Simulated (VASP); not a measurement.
# La4ZrO (I4/mmm) in VASP: single point with PBE

Aim: the single point of La4ZrO with PBE.

All numbers are computed with VASP 6.6.1; they aren't measurements. Logs are shortened: lines on timing, memory, paths and dates and some standing lists are left out, and cuts for length are marked.

## 1. The cell of the first run

It takes space group I4/mmm (No. 139, tetragonal). Conventional cell: a = 6.559 Å, b = 6.559 Å, c = 9.602 Å, α = 90.00°, β = 90.00°, γ = 90.00°. La (site symmetry 4mm) has 1 O at 2.03 Å and 1 Zr at 2.77 Å within 2.8 Å. Within 4.3 Å of La (site symmetry -4m2) lie 4 La at 3.30 Å and 4 Zr at 4.06 Å and 4 O at 4.06 Å. Zr (site symmetry 4/mmm) has 2 La at 2.77 Å within 3.6 Å. Within 2.7 Å of O (site symmetry 4/mmm) lie 2 La at 2.03 Å.

The cell was built from a structure type or drawn by symmetry, and may not be a known phase.

## 2. Single point, PBE, collinear spin

INCAR reads:

```
PREC = Accurate ; ENCUT = 520
EDIFF = 1E-7 ; ISMEAR = 0
SIGMA = 0.1 ; LREAL = False
LASPH = True ; NELM = 150
ALGO = Normal ; ISIF = 2
LWAVE = False ; LCHARG = False
ISPIN = 2 ; MAGMOM = 0 0 0 0 1 0
LORBIT = 11 ; LMAXMIX = 6
GGA = PE ; NBANDS = 44
```

KPOINTS reads:

```
Automatic mesh
0
Gamma
  4 4 4
```

POSCAR reads:

```
La4ZrO
1.0
   -3.2793383553      3.2793383553      4.8009535686
    3.2793383553     -3.2793383553      4.8009535686
    3.2793383553      3.2793383553     -4.8009535686
La Zr O
4 1 1
Direct
    0.7119122404      0.7119122404      0.0000000000
    0.2880877596      0.2880877596      0.0000000000
    0.7500000000      0.2500000000      0.5000000000
    0.2500000000      0.7500000000      0.5000000000
    0.0000000000      0.0000000000      0.0000000000
    0.5000000000      0.5000000000      0.0000000000
```

Potentials or basis: VASP PAW PBE potentials, release 64 (La, Zr_sv, O).

The run is started by

```console
cat potpaw_PBE.64/La/POTCAR potpaw_PBE.64/Zr_sv/POTCAR potpaw_PBE.64/O/POTCAR > POTCAR
mpirun -np 1 vasp_std > vasp.out
```

OUTCAR:

```text
PREC = Accurate
   ENCUT = 520
   EDIFF = 1E-7
   ISMEAR = 0
   LREAL = False
   LASPH = True
   NELM = 150
   ISIF = 2
   ISPIN = 2
   LORBIT = 11
   GGA = PE

 ion  position               nearest neighbor table
   1  0.712  0.712  0.000-   6 2.03   5 2.77   4 3.30   3 3.30   3 3.30   4 3.30
   2  0.288  0.288  0.000-   6 2.03   5 2.77   3 3.30   4 3.30   4 3.30   3 3.30
   3  0.750  0.250  0.500-   2 3.30   1 3.30   2 3.30   1 3.30
   4  0.250  0.750  0.500-   2 3.30   1 3.30   2 3.30   1 3.30
   5  0.000  0.000  0.000-   1 2.77   2 2.77
   6  0.500  0.500  0.000-   1 2.03   2 2.03

  LATTYP: Found a body centered tetragonal cell.
 ALAT       =     6.5586767106
 C/A-ratio  =     1.4640006759

  Lattice vectors:

 A1 = (  -3.2793383553,   3.2793383553,   4.8009535686)
 A2 = (   3.2793383553,  -3.2793383553,   4.8009535686)
 A3 = (   3.2793383553,   3.2793383553,  -4.8009535686)

Analysis of symmetry for initial positions (statically):
=====================================================================
 Subroutine PRICEL returns:
 Original cell was already a primitive cell.

 Routine SETGRP: Setting up the symmetry group for a
 body centered tetragonal supercell.

 Subroutine GETGRP returns: Found 16 space group operations
 (whereof 16 operations were pure point group operations)
 out of a pool of 16 trial point group operations.

The static configuration has the point symmetry D_4h.

Analysis of symmetry for dynamics (positions and initial velocities):
=====================================================================
 Subroutine PRICEL returns:
 Original cell was already a primitive cell.

 Routine SETGRP: Setting up the symmetry group for a
 body centered tetragonal supercell.

 Subroutine GETGRP returns: Found 16 space group operations
 (whereof 16 operations were pure point group operations)
 out of a pool of 16 trial point group operations.

The dynamic configuration has the point symmetry D_4h.

Analysis of structural, dynamic, and magnetic symmetry:
=====================================================================
 Subroutine PRICEL returns:
 Original cell was already a primitive cell.

 Routine SETGRP: Setting up the symmetry group for a
 body centered tetragonal supercell.

 Subroutine GETGRP returns: Found 16 space group operations
[... 132 lines left out ...]
  energy-cutoff  :      520.00
  volume of cell :      206.52
 maximum number of plane-waves:      5600
 NGX is ok and might be reduce to    50
   NGX = 25   NGY = 25   NGZ = 25

 number of electron      62.0000000 magnetization       0.0023792

 Free energy of the ion-electron system (eV)
  ---------------------------------------------------
  ext. energy  EPLUGINS =         0.00000000
  ---------------------------------------------------
  free energy    TOTEN  =       -32.26731447 eV

  energy without entropy =      -32.21802432  energy(sigma->0) =      -32.24266939

 E-fermi :   6.2393     XC(G=0):  -9.0147

 val. band max:        6.2280987455   @ k =  -0.2500   0.2500   0.2500
 cond. band min:       6.2399088950   @ k =   0.2500   0.2500   0.0000
 fundamental gap:      0.0118101496
 Fermi energy:         6.2392827202

 spin component 1

 k-point     1 :       0.0000    0.0000    0.0000
  band No.  band energies     occupation
      1     -43.0642      1.00000
      2     -27.0223      1.00000
      3     -26.9595      1.00000
      4     -25.8902      1.00000
      5     -25.8617      1.00000
      6     -21.2305      1.00000
[... 587 lines left out ...]
     42       7.7160      0.00000
     43       7.7698      0.00000
 Fermi energy:         6.2392827202

 spin component 2

 k-point     1 :       0.0000    0.0000    0.0000
  band No.  band energies     occupation
      1     -43.0642      1.00000
      2     -27.0221      1.00000
      3     -26.9593      1.00000
      4     -25.8901      1.00000
      5     -25.8616      1.00000
      6     -21.2306      1.00000
[... 587 lines left out ...]
     42       7.7183      0.00000
     43       7.7582      0.00000
 [bands above 43 left out]

------------------------ aborting loop because EDIFF is reached ----------------------------------------

  FORCE on cell =-STRESS in cart. coord.  units (eV):
  Direction    XX          YY          ZZ          XY          YZ          ZX
  --------------------------------------------------------------------------------------
  -------------------------------------------------------------------------------------
  Total        0.2046856      0.2046856      0.1668338      0.0000000      0.0000000      0.0000000
  in kB        1.5879536      1.5879536      1.2942993      0.0000000      0.0000000      0.0000000
  external PRESSURE =       1.4900688 kB  Pullay stress =       0.0000000 kB

 VOLUME and BASIS-vectors are now :
 -----------------------------------------------------------------------------
  energy-cutoff  :      520.00
  volume of cell :      206.52
      direct lattice vectors                 reciprocal lattice vectors
    -3.279338355  3.279338355  4.800953569     0.000000000  0.152469781  0.104145977
     3.279338355 -3.279338355  4.800953569     0.152469781  0.000000000  0.104145977
     3.279338355  3.279338355 -4.800953569     0.152469781  0.152469781  0.000000000

 POSITION                                       TOTAL-FORCE (eV/Angst)
 -----------------------------------------------------------------------------------
      0.00000      0.00000      6.83572        -0.000000     -0.000000     -0.014062
      0.00000      0.00000      2.76619         0.000000      0.000000      0.014062
      0.00000      3.27934      2.40048        -0.000000     -0.000000     -0.000000
      3.27934      0.00000      2.40048        -0.000000     -0.000000      0.000000
      0.00000      0.00000      0.00000        -0.000000     -0.000000      0.000000
      0.00000      0.00000      4.80095        -0.000000     -0.000000      0.000000
 -----------------------------------------------------------------------------------
    total drift:                               -0.000000     -0.000000      0.000000

  FREE ENERGIE OF THE ION-ELECTRON SYSTEM (eV)
  ---------------------------------------------------
  free  energy   TOTEN  =       -32.2673144706 eV

  energy  without entropy=      -32.2180243180  energy(sigma->0) =      -32.24266939

 total charge

# of ion       s       p       d       f       tot
--------------------------------------------------
    1        2.031   5.523   1.195   0.309   9.058
    2        2.031   5.523   1.195   0.309   9.058
    3        2.046   5.564   0.858   0.117   8.586
    4        2.046   5.564   0.858   0.117   8.586
    5        2.167   5.918   1.710   0.000   9.795
    6        1.594   3.466   0.000   0.000   5.061
--------------------------------------------------
tot         11.916  31.559   5.815   0.853  50.143

 magnetization (x)

# of ion       s       p       d       f       tot
--------------------------------------------------
    1        0.000  -0.000   0.000   0.000   0.000
    2        0.000  -0.000   0.000   0.000   0.000
    3        0.000   0.000   0.000   0.000   0.000
    4        0.000   0.000   0.000   0.000   0.000
    5       -0.000   0.000  -0.000   0.000  -0.000
    6       -0.000  -0.000   0.000   0.000  -0.000
--------------------------------------------------
tot          0.000  -0.000   0.001   0.000   0.001
```

OSZICAR:

```text
N       E                     dE             d eps       ncg     rms          rms(c)
DAV:   1     0.933001770937E+03    0.93300E+03   -0.21793E+04  2288   0.191E+03
DAV:   2     0.227107936361E+03   -0.70589E+03   -0.67528E+03  3144   0.373E+02
DAV:   3     0.286790973882E+01   -0.22424E+03   -0.21919E+03  3496   0.244E+02
[... 12 lines left out ...]
DAV:  16    -0.322673094837E+02   -0.66606E-05   -0.72724E-05  4552   0.567E-02    0.730E-03
DAV:  17    -0.322673131059E+02   -0.36222E-05   -0.25748E-05  4560   0.319E-02    0.315E-03
DAV:  18    -0.322673137972E+02   -0.69135E-06   -0.78066E-06  4240   0.174E-02    0.142E-03
DAV:  19    -0.322673141627E+02   -0.36548E-06   -0.23453E-06  3232   0.908E-03    0.957E-04
DAV:  20    -0.322673144402E+02   -0.27744E-06   -0.81280E-07  2928   0.625E-03    0.538E-04
DAV:  21    -0.322673144706E+02   -0.30452E-07   -0.32258E-07  2768   0.468E-03
   1 F= -.32267314E+02 E0= -.32242669E+02  d E =-.492902E-01  mag=     0.0019
```

Wall time 8.4 min (1 thread of AMD EPYC 7R43 (Zen 3), shared host); peak memory 0.53 GiB.

Results:

| Quantity | Value |
| --- | --- |
| Free energy | -32.2673 eV |
| Pressure | 0.1 GPa |
| Largest force | 0.014 eV/Å |
| Band gap on the k mesh | zero (filled and empty bands overlap) |
| Net moment | 0.00 μB per cell |
| Valence electrons inside the program's atomic spheres | La 9.06, 8.59 (each value once); Zr 9.79; O 5.06 |

Forces in eV/Å, atoms in the order of the input:
```
La   0.000  0.000 -0.014
La   0.000  0.000  0.014
La   0.000  0.000  0.000
La   0.000  0.000  0.000
Zr   0.000  0.000  0.000
O    0.000  0.000  0.000
```

Levels at points of the mesh, in eV from the Fermi level:
Spin up:
```csv
k point,band 27,band 28,band 29,band 30,band 31,band 32,band 33,band 34,band 35,band 36
"(0.00, 0.00, 0.00)",-0.85,-0.76,-0.76,-0.47,-0.47,-0.25,0.14,0.25,0.67,0.76
"(0.50, 0.00, 0.00)",-1.02,-0.90,-0.67,-0.56,-0.13,-0.04,0.14,0.41,0.96,0.97
"(0.50, 0.50, 0.00)",-0.92,-0.72,-0.48,0.25,0.39,0.42,0.46,0.65,0.86,1.07
"(0.50, 0.50, 0.50)",-1.34,-1.34,-0.97,-0.73,-0.64,-0.04,0.45,0.45,0.48,0.55
```
Spin down:
```tsv
k point	band 29	band 30	band 31	band 32	band 33	band 34
(0.00, 0.00, 0.00)	-0.76	-0.47	-0.47	-0.25	0.14	0.25
(0.50, 0.00, 0.00)	-0.67	-0.56	-0.13	-0.04	0.14	0.41
(0.50, 0.50, 0.00)	-0.48	0.25	0.39	0.42	0.46	0.65
(0.50, 0.50, 0.50)	-0.97	-0.73	-0.64	-0.04	0.45	0.45
```

Caveat: spin-orbit coupling is left out, which moves the levels of the heavy elements.
